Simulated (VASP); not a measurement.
Input of a VASP 6.6.1 run:

The input INCAR:

```
SYSTEM = BP
PREC = Accurate ; ENCUT = 520
EDIFF = 1E-7 ; ISMEAR = 0
SIGMA = 0.01 ; LREAL = .False.
LASPH = .True. ; NELM = 100
ALGO = Normal ; ISIF = 2
LWAVE = .False. ; LCHARG = .True.
GGA = CA ; LELF = .True.
LVHAR = .True. ; NBANDS = 11
```

File KPOINTS:

```
regular mesh
0
Gamma
  8 8 8
  0 0 0
```

Contents of POSCAR:

```
BP
1.0
    2.2229285147      2.2229285147      0.0000000000
   -2.2229285147      2.2229285147      0.0000000000
    0.0000000000      2.2229285147      2.2588546321
B P
1 1
Direct
    0.0000000000      0.0000000000      0.0000000000
    0.7500000000      0.2500000000      0.5000000000
```

Potentials or basis: VASP PAW LDA potentials, release 64 (B, P).

The run is started by

```bash
$ cat potpaw_LDA.64/B/POTCAR potpaw_LDA.64/P/POTCAR > POTCAR
$ mpirun -np 1 vasp_std > vasp.out
```

Task: Predict the pressure.

Result: 2.4 GPa.

Task: Predict the band gap on the k mesh.

Result: 1.05 eV, indirect (least direct gap 3.37 eV).

Stress tensor (GPa, compression positive):
```
 3.91  0.00  0.00
 0.00  3.91  0.00
 0.00  0.00 -0.63
```

Caveat: the cell differs from its parent crystal (in-plane strain -0.01). A k mesh can miss the band edges.
